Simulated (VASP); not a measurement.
KTaO3, 5 atoms in the cell. The structure is trigonal, space group R-3m (No. 166). Conventional cell: a = 5.556 Å, b = 5.556 Å, c = 7.115 Å, α = 90.00°, β = 90.00°, γ = 120.00°. Within 3.7 Å of K (site symmetry -3m) lie 12 O at 2.78 to 2.86 Å and 8 Ta at 3.42 to 3.56 Å. Ta (site symmetry -3m) has 6 O at 1.99 Å within 2.6 Å. O (site symmetry 2/m) has 2 Ta at 1.99 Å within 2.6 Å.  This cell differs from its parent crystal: equal xy, yz and zx shear strains of +3 %.

```yaml
Program: VASP 6.6.1
Task: electric field gradients
Functional: PBE
Potentials_or_basis: VASP PAW PBE potentials, release 64 (K_sv, Ta_pv, O)
Cutoff: 520 eV
k_mesh: 5 × 5 × 5
Occupations: fermi-dirac, width 0.01 eV
Spin: no spin polarisation
Dipole_correction: no
Further_INCAR_settings: ALGO = Normal; EDIFF = 1e-08; NBANDS = 27
```

Potentials or basis: VASP PAW PBE potentials, release 64 (K_sv, Ta_pv, O).

Run with:

```bash
$ cat potpaw_PBE.64/K_sv/POTCAR potpaw_PBE.64/Ta_pv/POTCAR potpaw_PBE.64/O/POTCAR > POTCAR
$ mpirun -np 1 vasp_std > vasp.out
```

Hardware: 1 thread of Intel Xeon 6975P-C, on a shared host.

Question: Estimate the wall time of this run.

Answer: Wall time 27 s on 1 thread of Intel Xeon 6975P-C, with other jobs on the host, peak memory 0.18 GiB. Counts: scf iterations 17, k points 19.
